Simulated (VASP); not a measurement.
Si8S: single point with PBE+D3(BJ)

The system is Si8S, a slab with vacuum.

```
Si S
1.0
     3.81552    0.00000    0.00000
     0.00000    6.31294    0.00000
     0.00000    0.00000   21.23187
Si S
8 1
Direct
  0.00000 0.93690 0.18840
  0.00000 0.56310 0.18840
  0.50000 0.43690 0.24027
  0.50000 0.06310 0.24027
  0.50000 0.93327 0.34466
  0.50000 0.56673 0.34466
  0.00000 0.42663 0.38771
  0.00000 0.07337 0.38771
  0.00000 0.92663 0.52901
```

```yaml
Program: VASP 6.6.1
Task: single point
Functional: PBE
Dispersion: D3(BJ)
Potentials_or_basis: VASP PAW PBE potentials, release 64 (Si, S)
Cutoff: 520 eV
k_mesh: 7 × 4 × 1
Occupations: gaussian, width 0.05 eV
Spin: collinear spin, ferromagnetic start
Starting_moments: "[0.0, 0.0, 0.0, 0.0, 0.0, 0.0, 0.0, 0.0, 2.0] μB"
```

| Quantity | Value |
| --- | --- |
| Largest force | 1.730 eV/Å |
| Net moment | 1.25 μB per cell |
| Site moments | Si -0.02, -0.00, -0.01, +0.01; S +0.81 μB |
| Valence electrons inside the program's atomic spheres | Si 1.64, 1.67, 1.71, 1.70, 1.69, 1.66; S 3.49 |
| Dispersion energy per atom | -0.252 eV |

Forces on the atoms (eV/Å):
```
Si   0.000 -0.726  0.543
Si   0.000  0.744  0.568
Si   0.000 -0.002 -0.662
Si   0.000 -0.016 -0.544
Si   0.000 -0.083 -0.154
Si   0.000 -0.070  0.046
Si   0.000  0.647  0.211
Si   0.000 -0.823  1.522
S    0.000  0.329 -1.530
```

Levels at points of the mesh, in eV from the Fermi level:
Spin up:
| k point | band 17 | band 18 | band 19 | band 20 | band 21 | band 22 | band 23 | band 24 |
| --- | --- | --- | --- | --- | --- | --- | --- | --- |
| (0.00, 0.00, 0.00) | -0.66 | -0.28 | -0.05 | 0.27 | 0.59 | 1.37 | 1.77 | 2.39 |
| (0.00, 0.50, 0.00) | -0.99 | -0.91 | -0.43 | -0.26 | 0.85 | 1.42 | 1.99 | 2.14 |
Spin down:
```csv
k point,band 16,band 17,band 18,band 19,band 20,band 21
"(0.00, 0.00, 0.00)",-0.50,-0.07,0.06,0.26,0.70,0.96
"(0.00, 0.50, 0.00)",-1.01,-0.99,-0.23,0.05,0.89,0.96
```

Run time: 14 min on 1 thread of Intel(R) Xeon(R) 6975P-C (Granite Rapids) (shared host), peak memory 0.81 GiB.
